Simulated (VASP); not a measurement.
# BAs (I-4m2) in VASP: a series of runs, part 2 of 2

VASP 6.6.1. Earlier steps stand in the parts before.

## Step 3: Single point, r2SCAN (strain -0.040 along x and y, +0.040 along z)

File POSCAR:

```
BAs
1.0
    0.0000000000      2.2929600000      2.4840400000
    2.2929600000      0.0000000000      2.4840400000
    2.2929600000      2.2929600000      0.0000000000
B As
1 1
Direct
    0.0000000000      0.0000000000      0.0000000000
    0.7500000000      0.7500000000      0.7500000000
```

File INCAR.step1:

```
SYSTEM = BAs
PREC = Accurate ; ENCUT = 520
ISMEAR = 0 ; SIGMA = 0.05
LREAL = .FALSE. ; LASPH = .TRUE.
NELM = 100 ; NBANDS = 11
GGA = PE ; ALGO = Normal
EDIFF = 1E-4 ; LWAVE = .TRUE.
LCHARG = .FALSE.
```

File INCAR.step2:

```
SYSTEM = BAs
PREC = Accurate ; ENCUT = 520
EDIFF = 1E-6 ; ISMEAR = 0
SIGMA = 0.05 ; LREAL = .FALSE.
LASPH = .TRUE. ; NELM = 100
ALGO = Normal ; ISIF = 2
LWAVE = .FALSE. ; LCHARG = .FALSE.
METAGGA = R2SCAN ; LMIXTAU = .TRUE.
NBANDS = 11 ; ISTART = 1
```

File KPOINTS:

```
regular mesh
0
G
  10 10 10
  0 0 0
```

Potentials or basis: VASP PAW PBE potentials, release 64 (B, As).

Started as:

```sh
$ cat potpaw_PBE.64/B/POTCAR potpaw_PBE.64/As/POTCAR > POTCAR
$ cp INCAR.step1 INCAR
$ mpirun -np 1 vasp_std > vasp.out
$ cp INCAR.step2 INCAR
$ mpirun -np 1 vasp_std > vasp.out
```

OUTCAR:

```text
SYSTEM = BAs
   PREC = Accurate
   ENCUT = 520
   EDIFF = 1E-6
   ISMEAR = 0
   LREAL = .FALSE.
   LASPH = .TRUE.
   NELM = 100
   ISIF = 2
   METAGGA = R2SCAN
   ISTART = 1

 ion  position               nearest neighbor table
   1  0.000  0.000  0.000-   2 2.04   2 2.04   2 2.04   2 2.04
   2  0.750  0.750  0.750-   1 2.04   1 2.04   1 2.04   1 2.04

  LATTYP: Found a body centered tetragonal cell.
 ALAT       =     3.2427351300
 C/A-ratio  =     1.5320646926

  Lattice vectors:

 A1 = (  -2.2929600000,   0.0000000000,   2.4840400000)
 A2 = (   2.2929600000,   0.0000000000,   2.4840400000)
 A3 = (   0.0000000000,   2.2929600000,  -2.4840400000)

Analysis of symmetry for initial positions (statically):
=====================================================================
 Subroutine PRICEL returns:
 Original cell was already a primitive cell.

 Routine SETGRP: Setting up the symmetry group for a
 body centered tetragonal supercell.

 Subroutine GETGRP returns: Found  8 space group operations
 (whereof  8 operations were pure point group operations)
 out of a pool of 16 trial point group operations.

The static configuration has the point symmetry D_2d.

Analysis of symmetry for dynamics (positions and initial velocities):
=====================================================================
 Subroutine PRICEL returns:
 Original cell was already a primitive cell.

 Routine SETGRP: Setting up the symmetry group for a
 body centered tetragonal supercell.

 Subroutine GETGRP returns: Found  8 space group operations
 (whereof  8 operations were pure point group operations)
 out of a pool of 16 trial point group operations.

The dynamic configuration has the point symmetry D_2d.

 Subroutine INISYM returns: Found  8 space group operations
 (whereof  8 operations are pure point group operations),
 and found     1 'primitive' translations

----------------------------------------------------------------------------------------
[... 116 lines left out ...]
  Thomas-Fermi vector in A             =   2.239973
   LORBIT       =      0    0 simple, 1 ext, 2 COOP (PROOUT), +10 PAW based schemes
   METAGGA = R2SCAN    functional components
   LHFCALC =     F    Hartree Fock is set to
   AEXX    =    0.0000 exact exchange contribution
   IVDW    =     0    specifies the selected vdW correction
   LEPSILON=     F    determine dielectric tensor
   LRPA    =     F    only Hartree local field effects (RPA)
 non-spin polarized calculation
 Gauss-broadening in eV      SIGMA  =   0.05
  energy-cutoff  :      520.00
  volume of cell :       26.12
 maximum number of plane-waves:       717
 NGX is ok and might be reduce to    28
   NGX = 13   NGY = 13   NGZ = 13

 number of electron       8.0000000 magnetization

 Free energy of the ion-electron system (eV)
  ---------------------------------------------------
  ext. energy  EPLUGINS =         0.00000000
  ---------------------------------------------------
  free energy    TOTEN  =       -22.13877321 eV

  energy without entropy =      -22.13877321  energy(sigma->0) =      -22.13877321

 E-fermi :   7.1383     XC(G=0): -11.3319

 val. band max:        6.8217676953   @ k =   0.0000   0.0000   0.0000
 cond. band min:       7.4895286434   @ k =   0.4000   0.0000   0.4000
 fundamental gap:      0.6677609481
 Fermi energy:         7.1382633577

 k-point     1 :       0.0000    0.0000    0.0000
  band No.  band energies     occupation
      1     -10.0535      2.00000
      2       5.8937      2.00000
      3       6.8218      2.00000
      4       6.8218      2.00000
      5       9.8642      0.00000
      6       9.8642      0.00000
      7      10.4203      0.00000
      8      12.1332      0.00000
      9      17.1681      0.00000
     10      18.7477      0.00000
     11      20.2853      0.00000
[... 309 lines left out ...]
 k-point    24 :       0.4000    0.3000    0.0000
  band No.  band energies     occupation
      1      -7.4078      2.00000
      2      -0.9178      2.00000
      3       2.4529      2.00000
      4       3.1990      2.00000
      5       9.1424      0.00000
      6      10.8066      0.00000
      7      16.0554      0.00000
      8      16.4826      0.00000
      9      19.2536      0.00000
     10      23.3686      0.00000
     11      23.8303      0.00000

 [... further k-points ...]
[... 5 lines left out ...]
  --------------------------------------------------------------------------------------
  -------------------------------------------------------------------------------------
  Total        2.3669067      2.3669067     -1.0303443      0.0000000      0.0000000      0.0000000
  in kB      145.1811358    145.1811358    -63.1991772      0.0000000      0.0000000      0.0000000
  external PRESSURE =      75.7210314 kB  Pullay stress =       0.0000000 kB

 VOLUME and BASIS-vectors are now :
 -----------------------------------------------------------------------------
  energy-cutoff  :      520.00
  volume of cell :       26.12
      direct lattice vectors                 reciprocal lattice vectors
     0.000000000  2.292960000  2.484040000    -0.218058754  0.218058754  0.201285003
     2.292960000  0.000000000  2.484040000     0.218058754 -0.218058754  0.201285003
     2.292960000  2.292960000  0.000000000     0.218058754  0.218058754 -0.201285003

 POSITION                                       TOTAL-FORCE (eV/Angst)
 -----------------------------------------------------------------------------------
      0.00000      0.00000      0.00000        -0.000000     -0.000000     -0.000000
      3.43944      3.43944      3.72606         0.000000      0.000000      0.000000
 -----------------------------------------------------------------------------------
    total drift:                                0.000019      0.000019     -0.000003

  FREE ENERGIE OF THE ION-ELECTRON SYSTEM (eV)
  ---------------------------------------------------
  free  energy   TOTEN  =       -22.1387732111 eV

  energy  without entropy=      -22.1387732111  energy(sigma->0) =      -22.13877321
```

OSZICAR.step1:

```text
N       E                     dE             d eps       ncg     rms          rms(c)
DAV:   1     0.126174114674E+02    0.12617E+02   -0.38763E+03  2244   0.647E+02
DAV:   2    -0.112518845096E+02   -0.23869E+02   -0.22903E+02  3003   0.105E+02
DAV:   3    -0.119924874480E+02   -0.74060E+00   -0.73902E+00  2783   0.170E+01
DAV:   4    -0.119942604346E+02   -0.17730E-02   -0.17729E-02  2506   0.961E-01
DAV:   5    -0.119942629377E+02   -0.25030E-05   -0.25030E-05  2718   0.384E-02    0.522E+00
DAV:   6    -0.113540607791E+02    0.64020E+00   -0.17112E+00  2412   0.543E+00    0.253E+00
DAV:   7    -0.112854623034E+02    0.68598E-01   -0.22030E-01  2691   0.230E+00    0.103E+00
DAV:   8    -0.112779357190E+02    0.75266E-02   -0.21195E-02  2484   0.830E-01    0.104E-01
DAV:   9    -0.112782269375E+02   -0.29122E-03   -0.75772E-04  2616   0.163E-01    0.630E-02
DAV:  10    -0.112783720040E+02   -0.14507E-03   -0.18382E-04  2416   0.837E-02    0.128E-02
DAV:  11    -0.112783766979E+02   -0.46939E-05   -0.41746E-06  1146   0.142E-02
   1 F= -.11278377E+02 E0= -.11278377E+02  d E =-.210560E-12
```

Run time: 2.1 min. Hardware: 1 thread of Intel Xeon Platinum 8259CL at 2.50GHz (Skylake/Cascade Lake), shared host; peak memory 0.18 GiB.

Results:

```yaml
Free_energy: -22.1388 eV
Pressure: 7.6 GPa
Band_gap_on_the_k_mesh: 0.67 eV, indirect (least direct gap 3.04 eV)
```

Caveat: the cell differs from its parent crystal (strain -0.040 along x and y, +0.040 along z); the PAW data sets were made with another functional, which shifts forces and pressure a little. A k mesh can miss the band edges.

## Step 4: Single point, r2SCAN (strain -0.040 along x and y, +0.080 along z)

File POSCAR:

```
BAs
1.0
    0.0000000000      2.2929600000      2.5795800000
    2.2929600000      0.0000000000      2.5795800000
    2.2929600000      2.2929600000      0.0000000000
B As
1 1
Direct
    0.0000000000      0.0000000000      0.0000000000
    0.7500000000      0.7500000000      0.7500000000
```

File INCAR.step1:

```
SYSTEM = BAs
ALGO = Normal
EDIFF = 1E-4
ENCUT = 520
GGA = PE
ISMEAR = 0
LASPH = .True.
LCHARG = .False.
LREAL = .False.
LWAVE = .True.
NBANDS = 11
NELM = 60
PREC = Accurate
SIGMA = 0.05
```

File INCAR.step2:

```
SYSTEM = BAs
ALGO = Normal
EDIFF = 1E-6
ENCUT = 520
ISIF = 2
ISMEAR = 0
ISTART = 1
LASPH = .True.
LCHARG = .False.
LMIXTAU = .True.
LREAL = .False.
LWAVE = .False.
METAGGA = R2SCAN
NBANDS = 11
NELM = 60
PREC = Accurate
SIGMA = 0.05
```

File KPOINTS:

```
k-points
0
Gamma
  10 10 10
  0 0 0
```

Potentials or basis: VASP PAW PBE potentials, release 64 (B, As).

Started as:

```sh
$ cat potpaw_PBE.64/B/POTCAR potpaw_PBE.64/As/POTCAR > POTCAR
$ cp INCAR.step1 INCAR
$ mpirun -np 1 vasp_std > vasp.out
$ cp INCAR.step2 INCAR
$ mpirun -np 1 vasp_std > vasp.out
```

OUTCAR:

```text
SYSTEM = BAs
   EDIFF = 1E-6
   ENCUT = 520
   ISIF = 2
   ISMEAR = 0
   ISTART = 1
   LASPH = .True.
   LREAL = .False.
   METAGGA = R2SCAN
   NELM = 60
   PREC = Accurate

 ion  position               nearest neighbor table
   1  0.000  0.000  0.000-   2 2.07   2 2.07   2 2.07   2 2.07
   2  0.750  0.750  0.750-   1 2.07   1 2.07   1 2.07   1 2.07

  LATTYP: Found a body centered tetragonal cell.
 ALAT       =     3.2427351300
 C/A-ratio  =     1.5909902577

  Lattice vectors:

[... 515 lines left out ...]
      6      10.6521      0.00000
      7      15.1970      0.00000
      8      15.7549      0.00000
      9      18.1889      0.00000
     10      22.1725      0.00000
     11      23.3784      0.00000

 [... further k-points ...]
[... 5 lines left out ...]
  --------------------------------------------------------------------------------------
  -------------------------------------------------------------------------------------
  Total        2.0147656      2.0147656     -3.2181800      0.0000000      0.0000000      0.0000000
  in kB      119.0044347    119.0044347   -190.0854882      0.0000000      0.0000000      0.0000000
  external PRESSURE =      15.9744604 kB  Pullay stress =       0.0000000 kB

 VOLUME and BASIS-vectors are now :
 -----------------------------------------------------------------------------
  energy-cutoff  :      520.00
  volume of cell :       27.13
      direct lattice vectors                 reciprocal lattice vectors
     0.000000000  2.292960000  2.579580000    -0.218058754  0.218058754  0.193830003
     2.292960000  0.000000000  2.579580000     0.218058754 -0.218058754  0.193830003
     2.292960000  2.292960000  0.000000000     0.218058754  0.218058754 -0.193830003

 POSITION                                       TOTAL-FORCE (eV/Angst)
 -----------------------------------------------------------------------------------
      0.00000      0.00000      0.00000         0.000000      0.000000     -0.000000
      3.43944      3.43944      3.86937        -0.000000     -0.000000      0.000000
 -----------------------------------------------------------------------------------
    total drift:                                0.000025      0.000025      0.000010

  FREE ENERGIE OF THE ION-ELECTRON SYSTEM (eV)
  ---------------------------------------------------
  free  energy   TOTEN  =       -22.0588334428 eV

  energy  without entropy=      -22.0588334428  energy(sigma->0) =      -22.05883344
```

OUTCAR.step1:

```text
SYSTEM = BAs
   EDIFF = 1E-4
   ENCUT = 520
   GGA = PE
   ISMEAR = 0
   LASPH = .True.
   LREAL = .False.
[... 558 lines left out ...]
      0.00000      0.00000      0.00000         0.000000     -0.000000     -0.000000
      3.43944      3.43944      3.86937         0.000000      0.000000      0.000000
 -----------------------------------------------------------------------------------
    total drift:                                0.000000      0.000000     -0.000000

  FREE ENERGIE OF THE ION-ELECTRON SYSTEM (eV)
  ---------------------------------------------------
  free  energy   TOTEN  =       -11.2223597990 eV

  energy  without entropy=      -11.2223597236  energy(sigma->0) =      -11.22235976
```

Wall time 2.2 min (1 thread of Intel Xeon Platinum 8259CL at 2.50GHz (Skylake/Cascade Lake), shared host); peak memory 0.17 GiB.

What came out:

```
Free energy            : -22.0588 eV
Pressure               : 1.6 GPa
Band gap on the k mesh : 0.42 eV, indirect (least direct gap 2.81 eV)
```

Levels at points of the mesh, in eV from the valence-band top:
```csv
k point,band 1,band 2,band 3,band 4,band 5,band 6,band 7,band 8,band 9
"(0.00, 0.00, 0.00)",-16.66,-1.39,0.00,0.00,2.81,2.81,3.61,4.50,10.02
"(0.50, 0.00, 0.00)",-13.59,-9.72,-3.18,-1.59,1.74,4.98,5.11,9.27,12.80
"(0.50, 0.50, 0.00)",-12.85,-10.16,-3.95,-3.95,2.13,2.35,11.55,11.55,12.49
"(0.50, 0.00, 0.50)",-11.80,-9.20,-5.23,-4.99,0.74,0.74,10.38,11.94,13.12
```

Caveat: the cell differs from its parent crystal (strain -0.040 along x and y, +0.080 along z); the PAW data sets were made with another functional, which shifts forces and pressure a little. A k mesh can miss the band edges.

## Step 5: Overview

```tsv
cell	gap on the mesh (eV)	pressure (GPa)
a = 3.311, b = 3.311, c = 3.378 Å, angles 59.3, 59.3, 61.3°, 2 atoms	0.67	7.3
a = 3.381, b = 3.381, c = 3.243 Å, angles 61.3, 61.3, 57.3°, 2 atoms	0.67	7.6
a = 3.451, b = 3.451, c = 3.243 Å, angles 62.0, 62.0, 56.0°, 2 atoms	0.42	1.6
```

Alike in all rows: task single point; level r2SCAN; potentials or basis VASP PAW PBE potentials, release 64 (B, As); no spin polarisation; k mesh 10 × 10 × 10; cutoff (eV) 520; smearing gaussian 0.05 eV.

Caveats: the PAW data sets were made with another functional, which shifts forces and pressure a little.

Absolute energies hang on the potentials; compare differences alone.
